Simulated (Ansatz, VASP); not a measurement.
# One calculation of Zn, two programs

```
Zn
1.0
     2.65564    0.00000    0.00000
    -1.32782    2.29985    0.00000
     0.00000    0.00000    4.96246
Zn
2
Direct
  0.33333 0.66667 0.25000
  0.66667 0.33333 0.75000
```

Alike in both runs: task single point; functional PBE; k mesh 14 × 14 × 7; no spin polarisation.

|  | VASP | Ansatz |
| --- | --- | --- |
| version | VASP 6.6.1 | Ansatz 0.2.0 |
| potentials or method | VASP PAW PBE potentials, release 64 (Zn), cutoff 520 eV | plane waves (420 eV) with PAW, scalar-relativistic |
| occupations | methfessel-paxton of order 1, width 1 eV | cold, width 1 eV |
| valence electrons in the cell | 24 | 24 |

VASP gave:

| Quantity | Value |
| --- | --- |
| pressure (GPa) | 0.5 |
| traceless stress, the component that is largest in VASP (GPa) | -0.05 |

Task: Which values does Ansatz return?

Result: Pressure (GPa): 0.3; traceless stress, the component that is largest in VASP (GPa): 0.04.
